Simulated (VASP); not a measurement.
# SiO2 (I-42d) in VASP: single point with PBE

Aim: the single point of SiO2 with PBE.

Everything below comes from runs of VASP 6.6.1. Logs are shortened: lines on timing, memory, paths and dates and some standing lists are left out, and cuts for length are marked.

### Step 1. The cell of the first run

Symmetry: I-42d, No. 122, tetragonal system. Conventional cell: a = 4.748 Å, b = 4.748 Å, c = 7.488 Å, α = 90.00°, β = 90.00°, γ = 90.00°. Si (site symmetry -4) has 4 O at 1.62 Å within 2.2 Å. Within 2.2 Å of O (site symmetry 2) lie 2 Si at 1.62 Å.

### Step 2. Single point, PBE

The input, INCAR:

```
SYSTEM = SiO2
  PREC = Accurate
  ENCUT = 520
  EDIFF = 1E-6
  ISMEAR = 0
  SIGMA = 0.05
  LREAL = Auto
  LASPH = .TRUE.
  NELM = 60
  ALGO = Normal
  ISIF = 2
  LWAVE = .FALSE.
  LCHARG = .FALSE.
  GGA = PE
  NBANDS = 158
```

The input, KPOINTS:

```
Automatic mesh
0
G
  2 2 2
  0 0 0
```

The input, POSCAR:

```
SiO2
1.0
    9.4962000000      0.0000000000      0.0000000000
    0.0000000000      9.4962000000      0.0000000000
   -4.7481000000     -4.7481000000      7.4880000000
Si O
16 32
Direct
    0.0000000000      0.0000000000      0.0000000000
    0.0000000000      0.0000000000      0.5000000000
    0.5000000000      0.0000000000      0.5000000000
    0.5000000000      0.0000000000      0.0000000000
    0.0000000000      0.5000000000      0.5000000000
    0.0000000000      0.5000000000      0.0000000000
    0.5000000000      0.5000000000      0.0000000000
    0.5000000000      0.5000000000      0.5000000000
    0.1250000000      0.3750000000      0.2500000000
    0.1250000000      0.3750000000      0.7500000000
    0.6250000000      0.3750000000      0.7500000000
    0.6250000000      0.3750000000      0.2500000000
    0.1250000000      0.8750000000      0.7500000000
    0.1250000000      0.8750000000      0.2500000000
    0.6250000000      0.8750000000      0.2500000000
    0.6250000000      0.8750000000      0.7500000000
    0.3125000000      0.4991900000      0.3750000000
    0.3125000000      0.4991900000      0.8750000000
    0.8125000000      0.4991900000      0.8750000000
    0.8125000000      0.4991900000      0.3750000000
    0.3125000000      0.9991900000      0.8750000000
    0.3125000000      0.9991900000      0.3750000000
    0.8125000000      0.9991900000      0.3750000000
    0.8125000000      0.9991900000      0.8750000000
    0.1241900000      0.1875000000      0.1250000000
    0.1241900000      0.1875000000      0.6250000000
    0.6241900000      0.1875000000      0.6250000000
    0.6241900000      0.1875000000      0.1250000000
    0.1241900000      0.6875000000      0.6250000000
    0.1241900000      0.6875000000      0.1250000000
    0.6241900000      0.6875000000      0.1250000000
    0.6241900000      0.6875000000      0.6250000000
    0.0625000000      0.3758100000      0.3750000000
    0.0625000000      0.3758100000      0.8750000000
    0.5625000000      0.3758100000      0.8750000000
    0.5625000000      0.3758100000      0.3750000000
    0.0625000000      0.8758100000      0.8750000000
    0.0625000000      0.8758100000      0.3750000000
    0.5625000000      0.8758100000      0.3750000000
    0.5625000000      0.8758100000      0.8750000000
    0.0008100000      0.4375000000      0.1250000000
    0.0008100000      0.4375000000      0.6250000000
    0.5008100000      0.4375000000      0.6250000000
    0.5008100000      0.4375000000      0.1250000000
    0.0008100000      0.9375000000      0.6250000000
    0.0008100000      0.9375000000      0.1250000000
    0.5008100000      0.9375000000      0.1250000000
    0.5008100000      0.9375000000      0.6250000000
```

Potentials or basis: VASP PAW PBE potentials, release 64 (Si, O).

Command:

```sh
$ cat potpaw_PBE.64/Si/POTCAR potpaw_PBE.64/O/POTCAR > POTCAR
$ mpirun -np 1 vasp_std > vasp.out
```

OUTCAR:

```text
SYSTEM = SiO2
   PREC = Accurate
   ENCUT = 520
   EDIFF = 1E-6
   ISMEAR = 0
   LREAL = Auto
   LASPH = .TRUE.
   NELM = 60
   ISIF = 2
   GGA = PE

 ion  position               nearest neighbor table
   1  0.000  0.000  0.000-  24 1.62  25 1.62  37 1.62  46 1.62   9 3.02  16 3.02  14 3.02  13 3.02

   2  0.000  0.000  0.500-  23 1.62  26 1.62  38 1.62  45 1.62  10 3.02  15 3.02  14 3.02  13 3.02

   3  0.500  0.000  0.500-  22 1.62  27 1.62  39 1.62  48 1.62  11 3.02  14 3.02  15 3.02  16 3.02
[... 66 lines left out ...]
 A1 = (   4.7481000000,  -4.7481000000,  -7.4880000000)
 A2 = (  -4.7481000000,   4.7481000000,  -7.4880000000)
 A3 = (   4.7481000000,   4.7481000000,   7.4880000000)

Analysis of symmetry for initial positions (statically):
=====================================================================
 Subroutine PRICEL returns following result:

  LATTYP: Found a body centered tetragonal cell.
 ALAT       =     4.7481000000
 C/A-ratio  =     1.5770518734

  Lattice vectors:

 A1 = (   2.3740500000,  -2.3740500000,  -3.7440000000)
 A2 = (  -2.3740500000,   2.3740500000,  -3.7440000000)
 A3 = (   2.3740500000,   2.3740500000,   3.7440000000)

   8 primitive cells build up your supercell.

 Routine SETGRP: Setting up the symmetry group for a
 body centered tetragonal supercell.

 Subroutine GETGRP returns: Found  8 space group operations
 (whereof  4 operations were pure point group operations)
 out of a pool of 16 trial point group operations.

The static configuration has the point symmetry S_4 .
 The point group associated with its full space group is D_2d.

Analysis of symmetry for dynamics (positions and initial velocities):
=====================================================================
 Subroutine PRICEL returns following result:

  LATTYP: Found a body centered tetragonal cell.
 ALAT       =     4.7481000000
 C/A-ratio  =     1.5770518734

  Lattice vectors:

 A1 = (   2.3740500000,  -2.3740500000,  -3.7440000000)
 A2 = (  -2.3740500000,   2.3740500000,  -3.7440000000)
 A3 = (   2.3740500000,   2.3740500000,   3.7440000000)

   8 primitive cells build up your supercell.

 Routine SETGRP: Setting up the symmetry group for a
[... 94 lines left out ...]
   EDIFF  = 0.1E-05   stopping-criterion for ELM
   LREAL  =      T    real-space projection
   EDIFFG = 0.1E-04   stopping-criterion for IOM
   NSW    =      0    number of steps for IOM
   IBRION =     -1    ionic relax: 0-MD 1-quasi-New 2-CG
   NFREE  =      0    steps in history (QN), initial steepest desc. (CG)
   ISIF   =      2    stress and relaxation
   ISYM   =      2    0-nonsym 1-usesym 2-fastsym
   POTIM  = 0.5000    time-step for ionic-motion
   TEBEG  =    0.0;   TEEND  =   0.0 temperature during run
   PSTRESS=    0.0 pullay stress
   NELECT =     256.0000    total number of electrons
   NUPDOWN=      -1.0000    fix difference up-down
   EMIN   =  10.00;   EMAX   =-10.00  energy-range for DOS
   EFERMI =   0.00;   METHOD = LEGACY
   ISMEAR =     0;   SIGMA  =   0.05  broadening in eV -4-tet -1-fermi 0-gaus
   EFERMI_NEDOS =   21; number of points for ismear=-14 and -15
   IALGO  =     38    algorithm
   IMIX   =      4    mixing-type and parameters
     AMIX     =   0.40;   BMIX     =  1.00
     AMIX_MAG =   1.60;   BMIX_MAG =  1.00
  volume/ion in A,a.u.               =      14.07        94.93
  Fermi-wavevector in a.u.,A,eV,Ry     =   1.184858  2.239057 19.101062  1.403888
  Thomas-Fermi vector in A             =   2.321064
   LORBIT       =      0    0 simple, 1 ext, 2 COOP (PROOUT), +10 PAW based schemes
   GGA     = PE    functional components
   LHFCALC =     F    Hartree Fock is set to
   AEXX    =    0.0000 exact exchange contribution
   IVDW    =     0    specifies the selected vdW correction
   LEPSILON=     F    determine dielectric tensor
   LRPA    =     F    only Hartree local field effects (RPA)
 non-spin polarized calculation
 Gauss-broadening in eV      SIGMA  =   0.05
  energy-cutoff  :      520.00
  volume of cell :      675.25
 maximum number of plane-waves:     18200
 NGX is ok and might be reduce to    72
   NGX = 35   NGY = 35   NGZ = 37

 number of electron     255.9999927 magnetization

 Free energy of the ion-electron system (eV)
  ---------------------------------------------------
  ext. energy  EPLUGINS =         0.00000000
  ---------------------------------------------------
  free energy    TOTEN  =      -379.15018339 eV

  energy without entropy =     -379.15018339  energy(sigma->0) =     -379.15018339

 E-fermi :   0.1422     XC(G=0):  -8.5478

 val. band max:       -0.1221372047   @ k =   0.0000   0.0000   0.0000
 cond. band min:       5.9195684755   @ k =   0.0000   0.0000   0.0000
 fundamental gap:      6.0417056803
 Fermi energy:         0.1421561639

 k-point     1 :       0.0000    0.0000    0.0000
  band No.  band energies     occupation
      1     -19.2259      2.00000
      2     -18.7616      2.00000
      3     -18.7616      2.00000
      4     -18.7616      2.00000
      5     -18.7616      2.00000
      6     -18.3080      2.00000
[... 561 lines left out ...]
    139       9.3001      0.00000
    140       9.3001      0.00000
 [bands above 140 left out]

------------------------ aborting loop because EDIFF is reached ----------------------------------------

  FORCE on cell =-STRESS in cart. coord.  units (eV):
  Direction    XX          YY          ZZ          XY          YZ          ZX
  --------------------------------------------------------------------------------------
  -------------------------------------------------------------------------------------
  Total       18.0746541     18.0746541     10.2481621      0.0000000      0.0000000     -0.0000000
  in kB       42.8859500     42.8859500     24.3159381      0.0000000      0.0000000     -0.0000000
  external PRESSURE =      36.6959461 kB  Pullay stress =       0.0000000 kB

 VOLUME and BASIS-vectors are now :
 -----------------------------------------------------------------------------
  energy-cutoff  :      520.00
  volume of cell :      675.25
      direct lattice vectors                 reciprocal lattice vectors
     9.496200000  0.000000000  0.000000000     0.105305280  0.000000000  0.066773504
     0.000000000  9.496200000  0.000000000     0.000000000  0.105305280  0.066773504
    -4.748100000 -4.748100000  7.488000000     0.000000000  0.000000000  0.133547009

 POSITION                                       TOTAL-FORCE (eV/Angst)
 -----------------------------------------------------------------------------------
      0.00000      0.00000      0.00000         0.000000     -0.000000     -0.000000
     -2.37405     -2.37405      3.74400         0.000000     -0.000000      0.000000
      2.37405     -2.37405      3.74400         0.000000     -0.000000      0.000000
      4.74810      0.00000      0.00000         0.000000     -0.000000      0.000000
     -2.37405      2.37405      3.74400         0.000000     -0.000000     -0.000000
      0.00000      4.74810      0.00000         0.000000     -0.000000      0.000000
[... 40 lines left out ...]
      4.16228      8.30918      0.93600        -0.131390     -0.000000     -0.000000
      1.78823      5.93513      4.68000        -0.131390     -0.000000     -0.000000
 -----------------------------------------------------------------------------------
    total drift:                                0.000034      0.000034     -0.000016

  FREE ENERGIE OF THE ION-ELECTRON SYSTEM (eV)
  ---------------------------------------------------
  free  energy   TOTEN  =      -379.1501833929 eV

  energy  without entropy=     -379.1501833929  energy(sigma->0) =     -379.15018339
```

Run time: 10 min. Hardware: 1 thread of Intel Xeon Platinum 8375C at 2.90GHz (Ice Lake), shared host; peak memory 0.91 GiB.

Results:

```yaml
Free_energy: -379.1502 eV
Pressure: 3.7 GPa
Largest_force: 0.131 eV/Å
Band_gap_on_the_k_mesh: 6.04 eV
```

Forces on the atoms (eV/Å):
```
Si   0.000  0.000  0.000
Si   0.000  0.000  0.000
Si   0.000  0.000  0.000
Si   0.000  0.000  0.000
Si   0.000  0.000  0.000
Si   0.000  0.000  0.000
Si   0.000  0.000  0.000
Si   0.000  0.000  0.000
Si   0.000  0.000  0.000
Si   0.000  0.000  0.000
Si   0.000  0.000  0.000
Si   0.000  0.000  0.000
Si   0.000  0.000  0.000
Si   0.000  0.000  0.000
Si   0.000  0.000  0.000
Si   0.000  0.000  0.000
O    0.000  0.131  0.000
O    0.000  0.131  0.000
O    0.000  0.131  0.000
O    0.000  0.131  0.000
O    0.000  0.131  0.000
O    0.000  0.131  0.000
O    0.000  0.131  0.000
O    0.000  0.131  0.000
O    0.131  0.000  0.000
O    0.131  0.000  0.000
O    0.131  0.000  0.000
O    0.131  0.000  0.000
O    0.131  0.000  0.000
O    0.131  0.000  0.000
O    0.131  0.000  0.000
O    0.131  0.000  0.000
O    0.000 -0.131  0.000
O    0.000 -0.131  0.000
O    0.000 -0.131  0.000
O    0.000 -0.131  0.000
O    0.000 -0.131  0.000
O    0.000 -0.131  0.000
O    0.000 -0.131  0.000
O    0.000 -0.131  0.000
O   -0.131  0.000  0.000
O   -0.131  0.000  0.000
O   -0.131  0.000  0.000
O   -0.131  0.000  0.000
O   -0.131  0.000  0.000
O   -0.131  0.000  0.000
O   -0.131  0.000  0.000
O   -0.131  0.000  0.000
```

Levels at points of the mesh, in eV from the valence-band top:
```csv
k point,band 124,band 125,band 126,band 127,band 128,band 129,band 130,band 131,band 132,band 133
"(0.00, 0.00, 0.00)",-0.18,-0.11,-0.11,0.00,0.00,6.04,8.39,8.39,8.39,8.39
"(0.50, 0.00, 0.00)",-0.13,-0.09,-0.09,-0.08,-0.08,6.98,6.98,8.54,8.54,8.68
"(0.50, 0.50, 0.00)",-0.13,-0.10,-0.10,-0.10,-0.10,7.35,7.35,8.09,8.09,8.09
"(0.00, 0.00, 0.50)",-0.13,-0.08,-0.08,-0.08,-0.08,7.18,7.18,8.17,8.17,8.17
```

A hybrid or GW would open this gap; PBE tends to underestimate it.
